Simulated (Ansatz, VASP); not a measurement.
TiPt3: VASP beside Ansatz

The input INCAR:

```
PREC = Accurate
ENCUT = 520
EDIFF = 1E-6
ISMEAR = -1
SIGMA = 0.05
LREAL = F
LASPH = T
NELM = 60
ALGO = Normal
ISIF = 2
LWAVE = F
LCHARG = F
GGA = PS
NBANDS = 29
```

The input KPOINTS:

```
Automatic mesh
0
Gamma
  9 9 9
```

File POSCAR:

```
TiPt3
1.0
    3.8970000000     -0.0389700000     -0.0389700000
   -0.0389700000      3.8970000000     -0.0389700000
   -0.0389700000     -0.0389700000      3.8970000000
Ti Pt
1 3
Direct
    0.0000000000      0.0000000000      0.0000000000
    0.0000000000      0.5000000000      0.5000000000
    0.5000000000      0.0000000000      0.5000000000
    0.5000000000      0.5000000000      0.0000000000
```

Input for Ansatz:

```yaml
crystal:
  lattice:
    - [3.897, -0.03897, -0.03897]
    - [-0.03897, 3.897, -0.03897]
    - [-0.03897, -0.03897, 3.897]
  atoms:
    - { symbol: Ti, position: [0.0, 0.0, 0.0] }
    - { symbol: Pt, position: [0.0, 0.5, 0.5] }
    - { symbol: Pt, position: [0.5, 0.0, 0.5] }
    - { symbol: Pt, position: [0.5, 0.5, 0.0] }
kpoints:
  mp_grid: { grid: [9, 9, 9] }
  band_path:
    path:
      - [0.0, 0.0, 0.0]
      - [0.5, 0.0, 0.0]
      - [0.5, -0.5, 0.5]
      - [0.4804921086, -0.5195078914, 0.4804921086]
      - [0.4804921086, 0.4804921086, 0.4804921086]
      - [0.0, 0.0, 0.0]
      - [0.5, -0.5, 0.0]
    npoints: 5
scf:
  occupations: { method: fermi_dirac, width: 0.05 }
hamiltonian:
  xc: pbesol
  pseudopotentials: { kind: all_electron, lapw: { basis_error: 0.0005 } }
output:
  forces: true
  stress: true
  eigenvalues: true
```

Change from the starting cell: equal xy, yz and zx shear strains of -2 %.

Alike in both runs: task single point; functional PBEsol; k mesh 9 × 9 × 9; occupations fermi-dirac, width 0.05 eV; no spin polarisation.

|  | VASP | Ansatz |
| --- | --- | --- |
| version | VASP 6.6.1 | Ansatz 0.2.0 |
| potentials or method | VASP PAW PBE potentials, release 64 (Ti_sv, Pt), cutoff 520 eV | all-electron LAPW, scalar-relativistic |

|  | VASP | Ansatz | Ansatz less VASP |
| --- | --- | --- | --- |
| pressure (GPa) | 0.6 | 0.9 | +0.25 |
| traceless stress, the component that is largest in VASP (GPa) | 3.04 | 3.05 | +0.009 |

VASP's potentials were made for PBE, not for PBEsol. Ansatz ran all-electron here, and VASP with PAW potentials.

Spin-orbit coupling is off throughout.
